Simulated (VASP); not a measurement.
Wanted: the native input for a VASP 6.6.1 run.

```
Task                   : relaxation of cell and atoms
Functional             : LDA
Potentials or basis    : VASP PAW LDA potentials, release 64 (Ta_sv_GW, N)
Cutoff                 : 700 eV
k mesh                 : 5 × 5 × 7
Occupations            : fermi-dirac, width 0.05 eV
Spin                   : no spin polarisation
Dipole correction      : no
Further INCAR settings : ALGO = Normal; EDIFF = 1e-07; IBRION = 2; EDIFFG = -0.02; NSW = 80; ISIF = 3
```

The structure of TaN lies in POSCAR:

```
TaN
1.0
    5.1960000000      0.0000000000      0.0000000000
   -2.5980000000      4.4998680000      0.0000000000
    0.0000000000      0.0000000000      2.9110000000
Ta N
3 3
Direct
    0.3333333333      0.6666666667      0.5000000000
    0.6666666667      0.3333333333      0.5000000000
    0.0000000000      0.0000000000      0.0000000000
    0.3928500000      0.0000000000      0.0000000000
    0.6071500004      0.6071500008      0.0000000000
   -0.0000000004      0.3928499992      0.0000000000
```

The input as run:

INCAR

```
PREC = Accurate
ENCUT = 700
EDIFF = 1E-7
ISMEAR = -1
SIGMA = 0.05
LREAL = F
LASPH = T
NELM = 120
ALGO = Normal
ISIF = 3
LWAVE = F
LCHARG = F
IBRION = 2
NSW = 80
EDIFFG = -0.02
GGA_COMPAT = F
NELMIN = 4
```

KPOINTS

```
regular mesh
0
Gamma
  5 5 7
```

Potentials or basis: VASP PAW LDA potentials, release 64 (Ta_sv_GW, N).

Run with:

```bash
$ cat potpaw_LDA.64/Ta_sv_GW/POTCAR potpaw_LDA.64/N/POTCAR > POTCAR
$ mpirun -np 1 vasp_std > vasp.out
```

It gave:

```yaml
Relaxed_volume: 11.04 Å³/atom
Relaxed_cell: a = 5.152 Å, b = 5.152 Å, c = 2.881 Å, α = 90.00°, β = 90.00°, γ = 120.00°
Space_group_after_relaxing_to_0.1_Å: P-62m (No. 189)
Energy_gained_by_relaxing: 9.0 meV/atom
Ionic_steps: 9
Pressure_after_relaxing: -0.1 GPa
Band_gap_on_the_k_mesh: zero (bands 27 and 28 overlap by 2.74 eV)
```

Caveat: spin-orbit coupling is left out, which moves the levels of the heavy elements.

Run time: 13 min on 1 thread of Intel(R) Xeon(R) Platinum 8375C CPU @ 2.90GHz (Ice Lake) (shared host), peak memory 0.25 GiB.
